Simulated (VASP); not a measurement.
Here is a VASP 6.6.1 calculation.

File INCAR:

```
ALGO = Normal ; EDIFF = 1E-7
ENCUT = 520 ; GGA = CA
ISIF = 2 ; ISMEAR = 0
LASPH = True ; LCHARG = False
LREAL = False ; LWAVE = False
NBANDS = 11 ; NELM = 80
PREC = Accurate ; SIGMA = 0.05
```

File KPOINTS:

```
k-points
0
Gamma
  12 12 12
```

File POSCAR:

```
C
1.0
    0.0000000000      1.7773759436      1.5754660364
    1.7773759436      0.0000000000      1.5754660364
    1.7773759436      1.7773759436      0.0000000000
C
2
Direct
    0.5000000000      0.5000000000      0.5000000000
    0.7500000000      0.7500000000      0.7500000000
```

Potentials or basis: VASP PAW LDA potentials, release 64 (C).

The run is started by

```bash
$ cat potpaw_LDA.64/C/POTCAR > POTCAR
$ mpirun -np 1 vasp_std > vasp.out
```

**Question.** Estimate the band gap on the k mesh.

**Answer.** 1.25 eV, indirect (least direct gap 3.88 eV).

**Question.** Predict the pressure.

**Answer.** 58.6 GPa.

Stress tensor (GPa, compression positive):
```
 21.62   0.00   0.00
  0.00  21.62   0.00
  0.00   0.00 132.56
```

 A k mesh can miss the band edges.
